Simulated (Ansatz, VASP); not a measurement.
CeO2: VASP beside Ansatz

```
Ce O
1.0
     0.00000    2.71379    2.71379
     2.71379    0.00000    2.71379
     2.71379    2.71379    0.00000
Ce O
1 2
Direct
  0.00000 0.00000 0.00000
  0.25000 0.25000 0.25000
  0.75000 0.75000 0.75000
```

Alike in both runs: task single point; functional PBE; k mesh 12 × 12 × 12; occupations gaussian, width 0.05 eV; no spin polarisation.

```csv
,VASP,Ansatz
version,VASP 6.6.1,Ansatz 0.2.0
potentials or method,"VASP PAW PBE potentials, release 64 (Ce, O), cutoff 520 eV","scalar-relativistic, plane waves, PAW"
valence electrons in the cell,24,24
```

|  | VASP | Ansatz | Ansatz less VASP |
| --- | --- | --- | --- |
| gap on the k mesh at the Fermi level (eV) | 1.92 | 1.96 | +0.034 |
| least direct gap on the mesh (eV) | 2.03 | 2.06 | +0.036 |
| pressure (GPa) | 3.6 | 3.7 | +0.05 |

Spin-orbit coupling is off throughout.
